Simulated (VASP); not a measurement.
# BN (pbe) (F-43m) in VASP: notebook

BN (pbe) is run at these levels: PBE; tasks: single point.

All numbers are computed with VASP 6.6.1; they aren't measurements. Logs are shortened: lines on timing, memory, paths and dates and some standing lists are left out, and cuts for length are marked.

## 1. The cell of the first run

The structure is cubic, space group F-43m (No. 216). The conventional cell has a = 3.626 Å, b = 3.626 Å, c = 3.626 Å, α = 90.00°, β = 90.00°, γ = 90.00°. B (site symmetry -43m) has 4 N at 1.57 Å within 2.1 Å. N (site symmetry -43m) has 4 B at 1.57 Å within 2.1 Å.

## 2. Single point, PBE

Input file INCAR:

```
ALGO = Normal
EDIFF = 1E-6
ENCUT = 600
GGA = PE
GGA_COMPAT = F
ISIF = 2
ISMEAR = 0
LASPH = T
LCHARG = F
LREAL = F
LWAVE = F
NBANDS = 11
NELM = 120
PREC = Accurate
SIGMA = 0.1
```

Input file KPOINTS:

```
k-points
0
Gamma
  8 8 8
```

Input file POSCAR:

```
BN
1.0
    0.0000000000      1.8130010000      1.8130010000
    1.8130010000      0.0000000000      1.8130010000
    1.8130010000      1.8130010000      0.0000000000
B N
1 1
Direct
    0.0000000000      0.0000000000      0.0000000000
    0.2500000000      0.2500000000      0.2500000000
```

Potentials or basis: VASP PAW PBE potentials, release 64 (B, N).

Launch:

```
> cat potpaw_PBE.64/B/POTCAR potpaw_PBE.64/N/POTCAR > POTCAR
> mpirun -np 1 vasp_std > vasp.out
```

OUTCAR:

```text
EDIFF = 1E-6
   ENCUT = 600
   GGA = PE
   ISIF = 2
   ISMEAR = 0
   LASPH = T
   LREAL = F
   NELM = 120
   PREC = Accurate

 ion  position               nearest neighbor table
   1  0.000  0.000  0.000-   2 1.57   2 1.57   2 1.57   2 1.57
   2  0.250  0.250  0.250-   1 1.57   1 1.57   1 1.57   1 1.57

  LATTYP: Found a face centered cubic cell.
 ALAT       =     3.6260020000

  Lattice vectors:

 A1 = (   0.0000000000,   1.8130010000,   1.8130010000)
 A2 = (   1.8130010000,   0.0000000000,   1.8130010000)
 A3 = (   1.8130010000,   1.8130010000,   0.0000000000)

Analysis of symmetry for initial positions (statically):
=====================================================================
 Subroutine PRICEL returns:
 Original cell was already a primitive cell.

 Routine SETGRP: Setting up the symmetry group for a
 face centered cubic supercell.

 Subroutine GETGRP returns: Found 24 space group operations
 (whereof 24 operations were pure point group operations)
 out of a pool of 48 trial point group operations.

The static configuration has the point symmetry T_d .

Analysis of symmetry for dynamics (positions and initial velocities):
=====================================================================
 Subroutine PRICEL returns:
 Original cell was already a primitive cell.

 Routine SETGRP: Setting up the symmetry group for a
 face centered cubic supercell.

 Subroutine GETGRP returns: Found 24 space group operations
 (whereof 24 operations were pure point group operations)
 out of a pool of 48 trial point group operations.

The dynamic configuration has the point symmetry T_d .

 Subroutine INISYM returns: Found 24 space group operations
 (whereof 24 operations are pure point group operations),
 and found     1 'primitive' translations

----------------------------------------------------------------------------------------

                                     Primitive cell

  volume of cell :      11.9186

  direct lattice vectors                    reciprocal lattice vectors
     0.000000000  1.813001000  1.813001000    -0.275785838  0.275785838  0.275785838
     1.813001000  0.000000000  1.813001000     0.275785838 -0.275785838  0.275785838
     1.813001000  1.813001000  0.000000000     0.275785838  0.275785838 -0.275785838

  length of vectors
     2.563970603  2.563970603  2.563970603     0.477675083  0.477675083  0.477675083

  position of ions in fractional coordinates (direct lattice)
     0.000000000  0.000000000  0.000000000
     0.250000000  0.250000000  0.250000000

  ion indices of the primitive-cell ions
   primitive index   ion index
                 1           1
                 2           2

----------------------------------------------------------------------------------------

 KPOINTS: k-points

Automatic generation of k-mesh.
 Grid dimensions read from file:
 generate k-points for:    8    8    8

 Generating k-lattice:

  Cartesian coordinates                     Fractional coordinates (reciprocal lattice)
    -0.034473230  0.034473230  0.034473230     0.125000000  0.000000000  0.000000000
     0.034473230 -0.034473230  0.034473230     0.000000000  0.125000000  0.000000000
     0.034473230  0.034473230 -0.034473230     0.000000000  0.000000000  0.125000000

  Length of vectors
     0.059709385  0.059709385  0.059709385

  Shift w.r.t. Gamma in fractional coordinates (k-lattice)
     0.000000000  0.000000000  0.000000000

 Subroutine IBZKPT returns following result:
 ===========================================

 Found     29 irreducible k-points:

 Following reciprocal coordinates:
            Coordinates               Weight
  0.000000  0.000000  0.000000      1.000000
  0.125000  0.000000  0.000000      8.000000
  0.250000  0.000000  0.000000      8.000000
  0.375000  0.000000  0.000000      8.000000
  0.500000  0.000000  0.000000      4.000000
  0.125000  0.125000  0.000000      6.000000
[... 16 lines left out ...]
  0.500000  0.250000  0.125000     48.000000
 -0.375000  0.250000  0.125000     24.000000
 [... further k-points ...]
   k-points           NKPTS =     29   k-points in BZ     NKDIM =     29   number of bands    NBANDS=     11
   number of dos      NEDOS =    301   number of ions     NIONS =      2
   total plane-waves  NPLWV =   8000
   dimension x,y,z NGX =    20 NGY =   20 NGZ =   20
   dimension x,y,z NGXF=    40 NGYF=   40 NGZF=   40
   ions per type =               1   1
   NGX,Y,Z   is equivalent  to a cutoff of  12.97, 12.97, 12.97 a.u.
   NGXF,Y,Z  is equivalent  to a cutoff of  25.94, 25.94, 25.94 a.u.
 SYSTEM =  unknown system
   PREC   = accura    normal or accurate (medium, high low for compatibility)
   ISTART =      0    job   : 0-new  1-cont  2-samecut
   ICHARG =      2    charge: 1-file 2-atom 10-const
   ISPIN  =      1    spin polarized calculation?
   LNONCOLLINEAR =      F non collinear calculations
   LSORBIT =      F    spin-orbit coupling
   LASPH  =      T    aspherical Exc in radial PAW
   ENCUT  =  600.0 eV  44.10 Ry    6.64 a.u.   5.12  5.12  5.12*2*pi/ulx,y,z
   NELM   =    120;   NELMIN=  2; NELMDL= -5     # of ELM steps
   EDIFF  = 0.1E-05   stopping-criterion for ELM
   LREAL  =      F    real-space projection
   EDIFFG = 0.1E-04   stopping-criterion for IOM
   NSW    =      0    number of steps for IOM
   IBRION =     -1    ionic relax: 0-MD 1-quasi-New 2-CG
   NFREE  =      0    steps in history (QN), initial steepest desc. (CG)
   ISIF   =      2    stress and relaxation
   ISYM   =      2    0-nonsym 1-usesym 2-fastsym
   POTIM  = 0.5000    time-step for ionic-motion
   TEBEG  =    0.0;   TEEND  =   0.0 temperature during run
   PSTRESS=    0.0 pullay stress
   NELECT =       8.0000    total number of electrons
   NUPDOWN=      -1.0000    fix difference up-down
   EMIN   =  10.00;   EMAX   =-10.00  energy-range for DOS
   EFERMI =   0.00;   METHOD = LEGACY
   ISMEAR =     0;   SIGMA  =   0.10  broadening in eV -4-tet -1-fermi 0-gaus
   EFERMI_NEDOS =   21; number of points for ismear=-14 and -15
   IALGO  =     38    algorithm
   IMIX   =      4    mixing-type and parameters
     AMIX     =   0.40;   BMIX     =  1.00
     AMIX_MAG =   1.60;   BMIX_MAG =  1.00
  volume/ion in A,a.u.               =       5.96        40.22
  Fermi-wavevector in a.u.,A,eV,Ry     =   1.433387  2.708709 27.954506  2.054598
  Thomas-Fermi vector in A             =   2.552911
   LORBIT       =      0    0 simple, 1 ext, 2 COOP (PROOUT), +10 PAW based schemes
   GGA     = PE    functional components
   LHFCALC =     F    Hartree Fock is set to
   AEXX    =    0.0000 exact exchange contribution
   IVDW    =     0    specifies the selected vdW correction
   LEPSILON=     F    determine dielectric tensor
   LRPA    =     F    only Hartree local field effects (RPA)
 non-spin polarized calculation
 Gauss-broadening in eV      SIGMA  =   0.10
  energy-cutoff  :      600.00
  volume of cell :       11.92
 maximum number of plane-waves:       415
   NGX = 11   NGY = 11   NGZ = 11

 number of electron       7.9999999 magnetization

 Free energy of the ion-electron system (eV)
  ---------------------------------------------------
  ext. energy  EPLUGINS =         0.00000000
  ---------------------------------------------------
  free energy    TOTEN  =       -17.45433445 eV

  energy without entropy =      -17.45433445  energy(sigma->0) =      -17.45433445

 E-fermi :   7.6965     XC(G=0): -12.7771

 val. band max:        7.2909231329   @ k =   0.0000   0.0000   0.0000
 cond. band min:      11.7405211618   @ k =   0.5000   0.5000   0.0000
 fundamental gap:      4.4495980288
 Fermi energy:         7.6965014560

 k-point     1 :       0.0000    0.0000    0.0000
  band No.  band energies     occupation
      1     -12.8367      2.00000
      2       7.2909      2.00000
      3       7.2909      2.00000
      4       7.2909      2.00000
      5      16.0671      0.00000
      6      16.0671      0.00000
      7      16.0671      0.00000
      8      17.4929      0.00000
      9      31.8722      0.00000
     10      34.9463      0.00000
     11      34.9463      0.00000

 k-point     2 :       0.1250    0.0000    0.0000
  band No.  band energies     occupation
      1     -12.4606      2.00000
      2       5.4268      2.00000
      3       6.9146      2.00000
      4       6.9146      2.00000
      5      16.4111      0.00000
      6      16.6323      0.00000
      7      16.6323      0.00000
      8      18.6895      0.00000
      9      31.4575      0.00000
     10      31.8523      0.00000
     11      31.8523      0.00000

 k-point     3 :       0.2500    0.0000    0.0000
  band No.  band energies     occupation
      1     -11.3697      2.00000
      2       1.8485      2.00000
      3       6.1735      2.00000
      4       6.1735      2.00000
      5      16.8420      0.00000
      6      17.5742      0.00000
      7      17.5742      0.00000
      8      20.7416      0.00000
      9      30.6253      0.00000
     10      30.8041      0.00000
     11      30.8041      0.00000

 k-point     4 :       0.3750    0.0000    0.0000
  band No.  band energies     occupation
      1      -9.7614      2.00000
      2      -1.5751      2.00000
      3       5.5826      2.00000
      4       5.5826      2.00000
      5      17.1882      0.00000
      6      17.9396      0.00000
      7      17.9396      0.00000
      8      22.0463      0.00000
      9      30.4149      0.00000
     10      32.3093      0.00000
     11      32.3093      0.00000

 k-point     5 :       0.5000    0.0000    0.0000
  band No.  band energies     occupation
      1      -8.6631      2.00000
      2      -3.3162      2.00000
      3       5.3679      2.00000
      4       5.3679      2.00000
      5      17.3177      0.00000
      6      17.9462      0.00000
      7      17.9462      0.00000
      8      22.4545      0.00000
      9      30.6176      0.00000
     10      33.8911      0.00000
     11      34.0602      0.00000
[... 211 lines left out ...]
 k-point    21 :       0.5000    0.5000    0.0000
  band No.  band energies     occupation
      1      -7.3090      2.00000
      2      -1.5655      2.00000
      3       2.4317      2.00000
      4       2.4317      2.00000
      5      11.7405      0.00000
      6      16.4707      0.00000
      7      25.0695      0.00000
      8      25.0695      0.00000
      9      27.9193      0.00000
     10      34.3319      0.00000
     11      40.7653      0.00000

 k-point    22 :       0.3750    0.2500    0.1250
  band No.  band energies     occupation
      1     -10.4406      2.00000
      2       1.6211      2.00000
      3       3.3864      2.00000
      4       5.2857      2.00000
      5      15.8112      0.00000
      6      19.0746      0.00000
      7      19.7951      0.00000
      8      20.5232      0.00000
      9      26.6769      0.00000
     10      32.8496      0.00000
     11      34.4646      0.00000

 k-point    23 :       0.5000    0.2500    0.1250
  band No.  band energies     occupation
      1      -8.9400      2.00000
      2      -0.8749      2.00000
      3       2.5743      2.00000
      4       4.3693      2.00000
      5      16.6341      0.00000
      6      18.5851      0.00000
      7      20.9057      0.00000
      8      21.8327      0.00000
      9      27.2820      0.00000
     10      32.3675      0.00000
     11      34.6308      0.00000

 k-point    24 :      -0.3750    0.2500    0.1250
  band No.  band energies     occupation
      1      -7.9680      2.00000
      2      -2.3286      2.00000
      3       2.4995      2.00000
      4       3.8733      2.00000
      5      16.8439      0.00000
      6      18.3804      0.00000
      7      21.5426      0.00000
      8      22.9453      0.00000
      9      26.6579      0.00000
     10      32.9749      0.00000
     11      34.6237      0.00000

 [... further k-points ...]
[... 5 lines left out ...]
  --------------------------------------------------------------------------------------
  -------------------------------------------------------------------------------------
  Total       -0.0322537     -0.0322537     -0.0322537     -0.0000000     -0.0000000      0.0000000
  in kB       -4.3357643     -4.3357643     -4.3357643     -0.0000000     -0.0000000      0.0000000
  external PRESSURE =      -4.3357643 kB  Pullay stress =       0.0000000 kB

 VOLUME and BASIS-vectors are now :
 -----------------------------------------------------------------------------
  energy-cutoff  :      600.00
  volume of cell :       11.92
      direct lattice vectors                 reciprocal lattice vectors
     0.000000000  1.813001000  1.813001000    -0.275785838  0.275785838  0.275785838
     1.813001000  0.000000000  1.813001000     0.275785838 -0.275785838  0.275785838
     1.813001000  1.813001000  0.000000000     0.275785838  0.275785838 -0.275785838

 POSITION                                       TOTAL-FORCE (eV/Angst)
 -----------------------------------------------------------------------------------
      0.00000      0.00000      0.00000         0.000000      0.000000      0.000000
      0.90650      0.90650      0.90650        -0.000000     -0.000000     -0.000000
 -----------------------------------------------------------------------------------
    total drift:                                0.000000      0.000000      0.000000

  FREE ENERGIE OF THE ION-ELECTRON SYSTEM (eV)
  ---------------------------------------------------
  free  energy   TOTEN  =       -17.4543344523 eV

  energy  without entropy=      -17.4543344523  energy(sigma->0) =      -17.45433445
```

It took 2.5 s on 1 thread of Intel Xeon 6975P-C (Granite Rapids), shared host; peak memory 0.11 GiB.

What came out:

| Item | Value |
| --- | --- |
| Free energy | -17.4543 eV |
| Pressure | -0.4 GPa |
| Band gap on the k mesh | 4.45 eV, indirect (least direct gap 8.78 eV) |

A k mesh can miss the band edges. As with any semilocal functional, this PBE gap is likely too small.

(Continued in part 2 of 2.)
